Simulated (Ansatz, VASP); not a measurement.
Two plane-wave programs on BN

POSCAR

```
BN
1.0
    2.5369300260      0.0000000000      0.0000000000
   -1.2684650130      2.1970458501      0.0000000000
    0.0000000000      0.0000000000      4.1959171737
B N
2 2
Direct
    0.6666666667      0.3333333333      0.0002721794
    0.3333333333      0.6666666667      0.5002721794
    0.6666666667      0.3333333333      0.3747278206
    0.3333333333      0.6666666667      0.8747278206
```

File INCAR.step1:

```
SYSTEM = BN
PREC = Accurate ; ENCUT = 520
EDIFF = 1E-5 ; ISMEAR = 0
SIGMA = 0.05 ; LREAL = .FALSE.
LASPH = .TRUE. ; NELM = 80
ALGO = Normal ; ISIF = 2
LWAVE = .TRUE. ; LCHARG = .FALSE.
GGA = PE ; NBANDS = 16
```

INCAR.step2

```
SYSTEM = BN
PREC = Accurate ; ENCUT = 520
EDIFF = 1E-6 ; ISMEAR = 0
SIGMA = 0.05 ; LREAL = .FALSE.
LASPH = .TRUE. ; NELM = 80
ALGO = Normal ; ISIF = 2
LWAVE = .FALSE. ; LCHARG = .FALSE.
GGA = PE ; LHFCALC = .TRUE.
AEXX = 0.25 ; HFSCREEN = 0.3
PRECFOCK = Normal ; ISTART = 1
NBANDS = 16
```

Contents of KPOINTS:

```
regular mesh
0
G
  6 6 4
  0 0 0
```

Input for Ansatz:

```yaml
crystal:
  lattice:
    - [2.536930026, 0.0, 0.0]
    - [-1.268465013, 2.1970458501, 0.0]
    - [0.0, 0.0, 4.1959171737]
  atoms:
    - { symbol: B, position: [0.6666666667, 0.3333333333, 0.0002721794] }
    - { symbol: B, position: [0.3333333333, 0.6666666667, 0.5002721794] }
    - { symbol: "N", position: [0.6666666667, 0.3333333333, 0.3747278206] }
    - { symbol: "N", position: [0.3333333333, 0.6666666667, 0.8747278206] }
basis:
  ecutwfc: 420
  ecutrho_ratio: 4
kpoints:
  mp_grid: { grid: [6, 6, 4] }
hamiltonian:
  xc: { preset: hse06, exx: { coeff: 0.25, omega: 0.3 } }
scf:
  occupations: { method: gaussian, width: 0.05 }
  n_extra_bands: 11
output:
  forces: true
  stress: true
  eigenvalues: true
  populations: true
  dos: { projected: true, de: 0.02 }
```

Alike in both runs: task single point; functional PBE-based screened hybrid with a share of 0.25 of exact exchange and HFSCREEN = 0.3; k mesh 6 × 6 × 4; occupations gaussian, width 0.05 eV; no spin polarisation.

|  | VASP | Ansatz |
| --- | --- | --- |
| version | VASP 6.6.1 | Ansatz 0.2.0 |
| potentials or method | VASP PAW PBE potentials, release 64 (B, N), cutoff 520 eV | scalar-relativistic, plane waves, PAW |
| valence electrons in the cell | 16 | 16 |

VASP gave:

```
gap on the k mesh at the Fermi level (eV)                     : 6.25
least direct gap on the mesh (eV)                             : 9.74
pressure (GPa)                                                : -0.3
traceless stress, the component that is largest in VASP (GPa) : -0.37
rms of the force components (eV/Å)                            : 0.013
```

**Question.** What did Ansatz give for the same quantities?

**Answer.** gap on the k mesh at the Fermi level (eV): 6.27; least direct gap on the mesh (eV): 9.75; pressure (GPa): -0.8; traceless stress, the component that is largest in VASP (GPa): -0.33; rms of the force components (eV/Å): 0.014.

VASP's potentials were made for PBE, not for PBE-based screened hybrid. Atom by atom the forces differ by 0.002 eV/Å (rms over components). Ansatz's warnings: stress exchange threshold loose, stress scf threshold loose.

The k mesh is coarse, so the values compare programs but aren't converged.
